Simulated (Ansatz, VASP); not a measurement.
# Two plane-wave programs on TaF3

```
CELL_PARAMETERS angstrom
3.91591 0.24474 0.24474
0.24474 3.91591 0.24474
0.24474 0.24474 3.91591
ATOMIC_POSITIONS crystal
Ta 0.00000 0.00000 0.00000
F 0.50000 0.00000 0.00000
F 0.00000 0.50000 0.00000
F 0.00000 0.00000 0.50000
```

Alike in both runs: task single point; functional PBEsol; k mesh 14 × 14 × 14; occupations gaussian, width 0.15 eV; no spin polarisation.

|  | VASP | Ansatz |
| --- | --- | --- |
| version | VASP 6.6.1 | Ansatz 0.2.0 |
| potentials or method | VASP PAW PBE potentials, release 64 (Ta_pv, F), cutoff 520 eV | scalar-relativistic, plane waves, PAW |
| valence electrons in the cell | 32 | 34 |

|  | VASP | Ansatz | Ansatz less VASP |
| --- | --- | --- | --- |
| gap on the k mesh at the Fermi level (eV) | none | none | - |
| pressure (GPa) | 15.8 | 15.4 | -0.39 |
| traceless stress, the component that is largest in VASP (GPa) | 2.41 | 2.34 | -0.069 |

VASP's potentials were made for PBE, not for PBEsol. A gap of «none» marks a metal or a gap that the smearing closes. With one functional, cell and mesh, what is left measures potentials, basis and numerics. VASP's potentials hold 32 valence electrons a cell and Ansatz's 34, so a difference there can come from the potentials and not from the codes.

Spin-orbit coupling is off throughout.
